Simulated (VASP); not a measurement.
# C (Fd-3m) in VASP: single point with r2SCAN

Aim: the single point of C with r2SCAN.

Everything below comes from runs of VASP 6.6.1. Logs are shortened: lines on timing, memory, paths and dates and some standing lists are left out, and cuts for length are marked.

## 1. The cell of the first run

The structure is cubic, space group Fd-3m (No. 227). The conventional cell has a = 3.554 Å, b = 3.554 Å, c = 3.554 Å, α = 90.00°, β = 90.00°, γ = 90.00°. C (site symmetry -43m) has 4 C at 1.54 Å within 2.1 Å.

## 2. Single point, r2SCAN

POSCAR

```
C
1.0
    0.0000000000      7.1076060000      7.1076060000
    7.1076060000      0.0000000000      7.1076060000
    7.1076060000      7.1076060000      0.0000000000
C
128
Direct
    0.0000000000      0.0000000000      0.0000000000
    0.5000000000      0.0000000000      0.0000000000
    0.0000000000      0.5000000000      0.0000000000
    0.0000000000      0.0000000000      0.5000000000
    0.2500000000      0.2500000000      0.2500000000
    0.5000000000      0.5000000000      0.0000000000
[... 120 lines left out ...]
    0.0625000000      0.8125000000      0.8125000000
    0.5625000000      0.8125000000      0.8125000000
```

INCAR.step1

```
ALGO = Normal ; EDIFF = 1E-4
ENCUT = 520 ; GGA = PE
ISMEAR = -1 ; ISYM = 0
LASPH = T ; LCHARG = F
LREAL = Auto ; LWAVE = T
NBANDS = 326 ; NCORE = 4
NELM = 100 ; PREC = Accurate
SIGMA = 0.05
```

INCAR.step2

```
ALGO = Normal ; EDIFF = 1E-7
ENCUT = 520 ; ISIF = 2
ISMEAR = -1 ; ISTART = 1
ISYM = 0 ; LASPH = T
LCHARG = T ; LELF = T
LMIXTAU = T ; LREAL = Auto
LVHAR = T ; LWAVE = F
METAGGA = R2SCAN ; NBANDS = 326
NCORE = 4 ; NELM = 100
PREC = Accurate ; SIGMA = 0.05
```

KPOINTS

```
Automatic mesh
0
Gamma
  1 1 1
  0.25 0.25 0.25
```

Potentials or basis: VASP PAW PBE potentials, release 64 (C).

On the command line:

```console
cat potpaw_PBE.64/C/POTCAR > POTCAR
cp INCAR.step1 INCAR
mpirun -np 4 vasp_std > vasp.out
cp INCAR.step2 INCAR
mpirun -np 4 vasp_std > vasp.out
```

OUTCAR:

```text
EDIFF = 1E-7
   ENCUT = 520
   ISIF = 2
   ISMEAR = -1
   ISTART = 1
   ISYM = 0
   LASPH = T
   LREAL = Auto
   METAGGA = R2SCAN
   NELM = 100
   PREC = Accurate

 ion  position               nearest neighbor table
   1  0.000  0.000  0.000-  17 1.54  55 1.54  85 1.54 114 1.54
   2  0.500  0.000  0.000-  18 1.54  59 1.54  88 1.54 113 1.54
   3  0.000  0.500  0.000-  19 1.54  61 1.54  81 1.54 119 1.54
   4  0.000  0.000  0.500-  20 1.54  49 1.54  93 1.54 120 1.54
   5  0.250  0.250  0.250-  21 1.54  50 1.54  82 1.54 115 1.54
   6  0.500  0.500  0.000-  22 1.54  63 1.54  83 1.54 116 1.54
[... 120 lines left out ...]
 127  0.062  0.812  0.812-  15 1.54  39 1.54  69 1.54 111 1.54
 128  0.562  0.812  0.812-  16 1.54  43 1.54  72 1.54 112 1.54

IMPORTANT INFORMATION: All symmetrisations will be switched off!
NOSYMM: (Re-)initialisation of all symmetry stuff for point group C_1.

----------------------------------------------------------------------------------------

                                     Primitive cell

  volume of cell :     718.1250

  direct lattice vectors                    reciprocal lattice vectors
     0.000000000  7.107606000  7.107606000    -0.070347175  0.070347175  0.070347175
     7.107606000  0.000000000  7.107606000     0.070347175 -0.070347175  0.070347175
     7.107606000  7.107606000  0.000000000     0.070347175  0.070347175 -0.070347175

  length of vectors
    10.051672801 10.051672801 10.051672801     0.121844881  0.121844881  0.121844881

  position of ions in fractional coordinates (direct lattice)
     0.000000000  0.000000000  0.000000000
     0.500000000  0.000000000  0.000000000
     0.000000000  0.500000000  0.000000000
     0.000000000  0.000000000  0.500000000
     0.250000000  0.250000000  0.250000000
     0.500000000  0.500000000  0.000000000
[... 120 lines left out ...]
     0.062500000  0.812500000  0.812500000
     0.562500000  0.812500000  0.812500000

  ion indices of the primitive-cell ions
   primitive index   ion index
                 1           1
                 2           2
                 3           3
                 4           4
                 5           5
                 6           6
[... 120 lines left out ...]
               127         127
               128         128

----------------------------------------------------------------------------------------

 KPOINTS: Automatic mesh

Automatic generation of k-mesh.
 Grid dimensions read from file:
 generate k-points for:    1    1    1
   k-points           NKPTS =      4   k-points in BZ     NKDIM =      4   number of bands    NBANDS=    326
   number of dos      NEDOS =    301   number of ions     NIONS =    128
   total plane-waves  NPLWV = 512000
   dimension x,y,z NGX =    80 NGY =   80 NGZ =   80
   dimension x,y,z NGXF=   160 NGYF=  160 NGZF=  160
   ions per type =             128
   NGX,Y,Z   is equivalent  to a cutoff of  13.23, 13.23, 13.23 a.u.
   NGXF,Y,Z  is equivalent  to a cutoff of  26.46, 26.46, 26.46 a.u.
 SYSTEM =  unknown system
   PREC   = accura    normal or accurate (medium, high low for compatibility)
   ISTART =      1    job   : 0-new  1-cont  2-samecut
   ICHARG =      0    charge: 1-file 2-atom 10-const
   ISPIN  =      1    spin polarized calculation?
   LNONCOLLINEAR =      F non collinear calculations
   LSORBIT =      F    spin-orbit coupling
   LASPH  =      T    aspherical Exc in radial PAW
   ENCUT  =  520.0 eV  38.22 Ry    6.18 a.u.  18.69 18.69 18.69*2*pi/ulx,y,z
   NELM   =    100;   NELMIN=  2; NELMDL=  0     # of ELM steps
   EDIFF  = 0.1E-06   stopping-criterion for ELM
   LREAL  =      T    real-space projection
   EDIFFG = 0.1E-05   stopping-criterion for IOM
   NSW    =      0    number of steps for IOM
   IBRION =     -1    ionic relax: 0-MD 1-quasi-New 2-CG
   NFREE  =      0    steps in history (QN), initial steepest desc. (CG)
   ISIF   =      2    stress and relaxation
   ISYM   =      0    0-nonsym 1-usesym 2-fastsym
   POTIM  = 0.5000    time-step for ionic-motion
   TEBEG  =    0.0;   TEEND  =   0.0 temperature during run
   PSTRESS=    0.0 pullay stress
   NELECT =     512.0000    total number of electrons
   NUPDOWN=      -1.0000    fix difference up-down
   EMIN   =  10.00;   EMAX   =-10.00  energy-range for DOS
   EFERMI =   0.00;   METHOD = LEGACY
   ISMEAR =    -1;   SIGMA  =   0.05  broadening in eV -4-tet -1-fermi 0-gaus
   EFERMI_NEDOS =   21; number of points for ismear=-14 and -15
   IALGO  =     38    algorithm
   IMIX   =      4    mixing-type and parameters
     AMIX     =   0.40;   BMIX     =  1.00
     AMIX_MAG =   1.60;   BMIX_MAG =  1.00
  volume/ion in A,a.u.               =       5.61        37.86
  Fermi-wavevector in a.u.,A,eV,Ry     =   1.462508  2.763739 29.101890  2.138929
  Thomas-Fermi vector in A             =   2.578713
   LORBIT       =      0    0 simple, 1 ext, 2 COOP (PROOUT), +10 PAW based schemes
   METAGGA = R2SCAN    functional components
   LHFCALC =     F    Hartree Fock is set to
   AEXX    =    0.0000 exact exchange contribution
   IVDW    =     0    specifies the selected vdW correction
   LEPSILON=     F    determine dielectric tensor
   LRPA    =     F    only Hartree local field effects (RPA)
 non-spin polarized calculation
  energy-cutoff  :      520.00
  volume of cell :      718.12
 maximum number of plane-waves:     19360
 NGX is ok and might be reduce to    80
   NGX = 37   NGY = 37   NGZ = 37

 number of electron     511.9999934 magnetization

 Free energy of the ion-electron system (eV)
  ---------------------------------------------------
  ext. energy  EPLUGINS =         0.00000000
  ---------------------------------------------------
  free energy    TOTEN  =     -1253.58627429 eV

  energy without entropy =    -1253.58627429  energy(sigma->0) =    -1253.58627429

 E-fermi :  11.0064     XC(G=0): -14.3112

 val. band max:        9.6813646956   @ k =   0.0000   0.2500   0.0000
 cond. band min:      14.7215407092   @ k =   0.2500   0.2500   0.2500
 fundamental gap:      5.0401760136
 Fermi energy:        11.0064468231

 k-point     1 :       0.2500    0.2500    0.2500
  band No.  band energies     occupation
      1     -12.8505      2.00000
      2     -11.9441      2.00000
      3     -11.3451      2.00000
      4     -11.3451      2.00000
      5     -11.3451      2.00000
      6     -11.0435      2.00000
[... 260 lines left out ...]
    267      15.6216      0.00000
    268      15.6216      0.00000

 k-point     2 :       0.2500    0.0000    0.0000
  band No.  band energies     occupation
      1     -12.8505      2.00000
      2     -11.9441      2.00000
      3     -11.3451      2.00000
      4     -11.3451      2.00000
      5     -11.3451      2.00000
      6     -11.0435      2.00000
[... 260 lines left out ...]
    267      15.6216      0.00000
    268      15.6216      0.00000

 k-point     3 :       0.0000    0.0000   -0.2500
  band No.  band energies     occupation
      1     -12.8505      2.00000
      2     -11.9441      2.00000
      3     -11.3451      2.00000
      4     -11.3451      2.00000
      5     -11.3451      2.00000
      6     -11.0435      2.00000
[... 260 lines left out ...]
    267      15.6216      0.00000
    268      15.6216      0.00000

 k-point     4 :       0.0000    0.2500    0.0000
  band No.  band energies     occupation
      1     -12.8505      2.00000
      2     -11.9441      2.00000
      3     -11.3451      2.00000
      4     -11.3451      2.00000
      5     -11.3451      2.00000
      6     -11.0435      2.00000
[... 260 lines left out ...]
    267      15.6216      0.00000
    268      15.6216      0.00000
 [bands above 268 left out]

------------------------ aborting loop because EDIFF is reached ----------------------------------------

  FORCE on cell =-STRESS in cart. coord.  units (eV):
  Direction    XX          YY          ZZ          XY          YZ          ZX
  --------------------------------------------------------------------------------------
  -------------------------------------------------------------------------------------
  Total       18.9579864     18.9579872     18.9579872     -0.0000133     -0.0000138     -0.0000145
  in kB       42.2963371     42.2963388     42.2963387     -0.0000297     -0.0000308     -0.0000324
  external PRESSURE =      42.2963382 kB  Pullay stress =       0.0000000 kB

 VOLUME and BASIS-vectors are now :
 -----------------------------------------------------------------------------
  energy-cutoff  :      520.00
  volume of cell :      718.12
      direct lattice vectors                 reciprocal lattice vectors
     0.000000000  7.107606000  7.107606000    -0.070347175  0.070347175  0.070347175
     7.107606000  0.000000000  7.107606000     0.070347175 -0.070347175  0.070347175
     7.107606000  7.107606000  0.000000000     0.070347175  0.070347175 -0.070347175

 POSITION                                       TOTAL-FORCE (eV/Angst)
 -----------------------------------------------------------------------------------
      0.00000      0.00000      0.00000        -0.000000     -0.000001     -0.000000
      0.00000      3.55380      3.55380        -0.000001     -0.000001     -0.000001
      3.55380      0.00000      3.55380        -0.000000     -0.000001     -0.000000
      3.55380      3.55380      0.00000        -0.000000     -0.000001     -0.000001
      3.55380      3.55380      3.55380        -0.000001     -0.000000     -0.000000
      3.55380      3.55380      7.10761        -0.000000     -0.000000     -0.000000
[... 120 lines left out ...]
     11.54986      6.21916      6.21916         0.000000      0.000000      0.000001
     11.54986      9.77296      9.77296         0.000001      0.000000      0.000000
 -----------------------------------------------------------------------------------
    total drift:                               -0.000000     -0.000000      0.000001

  FREE ENERGIE OF THE ION-ELECTRON SYSTEM (eV)
  ---------------------------------------------------
  free  energy   TOTEN  =     -1253.5862742894 eV

  energy  without entropy=    -1253.5862742894  energy(sigma->0) =    -1253.58627429
```

Wall time 30 min (4 MPI ranks of Intel Xeon Platinum 8259CL at 2.50GHz (Skylake/Cascade Lake), shared host); peak memory 0.46 GiB.

What came out:

- Free energy: -1253.5863 eV
- Pressure: 4.2 GPa
- Band gap on the k mesh: 5.04 eV

Caveat: the cell stands under pressure; the PAW data sets were made with another functional, which shifts forces and pressure a little; a shifted mesh leaves out Γ, where band edges can lie. A k mesh can miss the band edges.
